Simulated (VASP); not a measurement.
Input of a VASP 6.6.1 run:

The input INCAR:

```
SYSTEM = Sb
ALGO = Normal
EDIFF = 1E-8
ENCUT = 520
GGA = PS
ISIF = 2
ISMEAR = -1
LASPH = .TRUE.
LCHARG = .FALSE.
LEFG = .TRUE.
LREAL = .FALSE.
LWAVE = .FALSE.
NBANDS = 8
NELM = 100
PREC = Accurate
SIGMA = 0.05
```

File KPOINTS:

```
k-points
0
G
  13 13 13
  0 0 0
```

POSCAR

```
Sb
1.0
    3.1387913073      0.0000000000      0.0000000000
    0.0000000000      3.1387913073      0.0000000000
    0.0000000000      0.0000000000      3.1387913073
Sb
1
Direct
    0.0000000000      0.0000000000      0.0000000000
```

Potentials or basis: VASP PAW PBE potentials, release 64 (Sb).

The run is started by

```bash
$ cat potpaw_PBE.64/Sb/POTCAR > POTCAR
$ mpirun -np 1 vasp_std > vasp.out
```

Task: What does it give for the pressure?

Result: -4.0 GPa.

Caveat: without QUAD_EFG the Cq values of the log hold for a quadrupole moment of 1 mb, not for the nuclei; the PAW data sets were made with another functional, which shifts forces and pressure a little.
